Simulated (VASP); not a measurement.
Input of a VASP 6.6.1 run:

INCAR

```
PREC = Accurate ; ENCUT = 500
EDIFF = 1E-7 ; ISMEAR = -1
SIGMA = 0.05 ; LREAL = F
LASPH = T ; NELM = 120
ALGO = Normal ; ISIF = 3
LWAVE = F ; LCHARG = F
GGA = PE ; IBRION = 2
NSW = 80 ; EDIFFG = -0.01
PSTRESS = 100.0 ; GGA_COMPAT = F
NELMIN = 4
```

The input KPOINTS:

```
regular mesh
0
Gamma
  12 12 12
```

POSCAR

```
Se
1.0
   -1.4038000000      1.4038000000      1.4038000000
    1.4038000000     -1.4038000000      1.4038000000
    1.4038000000      1.4038000000     -1.4038000000
Se
1
Direct
    0.0000000000      0.0000000000      0.0000000000
```

Potentials or basis: VASP PAW PBE potentials, release 64 (Se).

Command:

```bash
$ cat potpaw_PBE.64/Se/POTCAR > POTCAR
$ mpirun -np 1 vasp_std > vasp.out
```

Estimate the space group after relaxing (to 0.1 Å).

Im-3m (No. 229).

Estimate the relaxed volume.

18.13 Å³/atom.

Estimate the relaxed cell.

a = 2.866 Å, b = 2.866 Å, c = 2.866 Å, α = 109.47°, β = 109.47°, γ = 109.47°.

Step by step:
```
step  energy change (eV)  largest force (eV/Å)  pressure (GPa)  volume (Å³)
   1              0.0000                0.0000          175.22        11.07
   2             -1.6615                0.0000           -8.99        41.25
   3             -2.8639                0.0000            0.46        20.10
   4             -2.8485                0.0000            4.61        19.09
   5             -2.7982                0.0000           10.75        18.01
   6             -2.8086                0.0000            9.68        18.18
   7             -2.8035                0.0000           10.20        18.09
   8             -2.8055                0.0000           10.00        18.13
```

Caveat: the cell is relaxed towards a set pressure, so the run minimises the enthalpy, not the energy; the volume moved by over 15 % at a fixed basis, so the end points are rough. PBE usually gives volumes a little too large and moduli too small.
